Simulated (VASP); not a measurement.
Wanted: the native input for a VASP 6.6.1 run.

```
Task                   : single point
Functional             : PBEsol
Potentials or basis    : VASP PAW PBE potentials, release 64 (Rb_sv)
Cutoff                 : 520 eV
k mesh                 : 10 × 10 × 10
Occupations            : gaussian, width 0.1 eV
Spin                   : no spin polarisation
Dipole correction      : no
Further INCAR settings : ALGO = Fast; EDIFF = 1e-07; NBANDS = 16
```

The structure of Rb lies in POSCAR:

```
Rb
1.0
    5.6832850857      0.0000000000      0.0000000000
    0.0000000000      5.6832850857      0.0000000000
    0.0000000000      0.0000000000      5.3653359203
Rb
2
Direct
    0.0000000000      0.0000000000      0.0000000000
    0.5000000000      0.5000000000      0.5000000000
```

This cell differs from its parent crystal: biaxial strain in the a-b plane: +2.0 %, then relaxed in part.

One way to write it, as run:

INCAR

```
ALGO = Fast
EDIFF = 1E-7
ENCUT = 520
GGA = PS
ISIF = 2
ISMEAR = 0
LASPH = T
LCHARG = T
LELF = T
LREAL = F
LVHAR = T
LWAVE = F
NBANDS = 16
NELM = 60
PREC = Accurate
SIGMA = 0.1
```

KPOINTS

```
k-points
0
Gamma
  10 10 10
```

Potentials or basis: VASP PAW PBE potentials, release 64 (Rb_sv).

The run is started by

```bash
$ cat potpaw_PBE.64/Rb_sv/POTCAR > POTCAR
$ mpirun -np 1 vasp_std > vasp.out
```

It gave:

The pressure is 0.0 GPa. The band gap on the k mesh is zero (bands 9 and 10 overlap by 1.97 eV).

Caveat: the cell differs from its parent crystal (biaxial strain in the a-b plane: +2.0 %, then relaxed in part); the PAW data sets were made with another functional, which shifts forces and pressure a little.

It took 4.9 min on 1 thread of Intel(R) Xeon(R) Platinum 8124M CPU @ 3.00GHz (Skylake/Cascade Lake) (shared host), peak memory 0.43 GiB.
